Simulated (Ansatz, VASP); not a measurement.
# Rh: VASP beside Ansatz

```
Rh
1.0
     2.73700    0.00000    0.00000
    -1.36850    2.37031    0.00000
     0.00000    0.00000    9.12910
Rh
4
Direct
  0.00000 0.00000 0.00000
  0.33333 0.66667 0.25000
  0.00000 0.00000 0.50000
  0.66667 0.33333 0.75000
```

Alike in both runs: task single point; functional LDA; k mesh 18 × 18 × 6; occupations gaussian, width 0.15 eV; no spin polarisation.

|  | VASP | Ansatz |
| --- | --- | --- |
| version | VASP 6.6.1 | Ansatz 0.2.0 |
| potentials or method | VASP PAW LDA potentials, release 64 (Rh_pv), cutoff 520 eV | scalar-relativistic, plane waves, PAW |
| valence electrons in the cell | 60 | 68 |

|  | VASP | Ansatz | Ansatz less VASP |
| --- | --- | --- | --- |
| gap on the k mesh at the Fermi level (eV) | none | none | - |
| pressure (GPa) | -25.6 | -26.2 | -0.63 |
| traceless stress, the component that is largest in VASP (GPa) | -3.75 | -3.74 | +0.017 |

Ansatz warns that its potentials were made for another functional, while VASP's fit it. LDA's correlation is that of Perdew and Zunger in VASP and of Perdew and Wang (1992) in Ansatz. A gap of «none» marks a metal or a gap that the smearing closes. VASP's potentials hold 60 valence electrons a cell and Ansatz's 68, so a difference there can come from the potentials and not from the codes.
